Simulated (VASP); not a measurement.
Runs of VASP 6.6.1 on Bi. The structure is that of space group Pm-3m (No. 221), or close to it. The cells are those of the table. 

```csv
task,cell,k mesh,cutoff (eV),gap on the mesh (eV),pressure (GPa)
single point,"a = 3.488 Å, 1 atom",11 × 11 × 11,520,none,-3.2
single point,"a = 3.313 Å, 1 atom",11 × 11 × 11,520,none,1.9
single point,"a = 3.266 Å, 1 atom",11 × 11 × 11,520,none,4.0
single point,"a = 3.358 Å, 1 atom",11 × 11 × 11,520,none,0.2
single point,"a = 3.218 Å, 1 atom",11 × 11 × 11,520,none,6.7
single point,"a = 3.446 Å, 1 atom",11 × 11 × 11,520,none,(a)
single point,"a = 3.358 Å, 1 atom",15 × 15 × 15,520,none,(b)
relaxation of cell and atoms,"relaxed from a = 3.252 Å, 1 atom",10 × 10 × 10,600,none,0.0
```

Alike in all rows: level BLYP; potentials or basis VASP PAW PBE potentials, release 64 (Bi_d); no spin polarisation; smearing fermi-dirac 0.1 eV.

Problem. Estimate the missing entries.

Solution. (a) -2.3; (b) 0.1.

Caveats: the PAW data sets were made with another functional, which shifts forces and pressure a little; spin-orbit coupling is left out, which moves the levels of the heavy elements.

A k mesh can miss the band edges, and the runs leave out spin-orbit coupling on Bi.

A gap of «none» marks levels without a gap at the run's occupations.
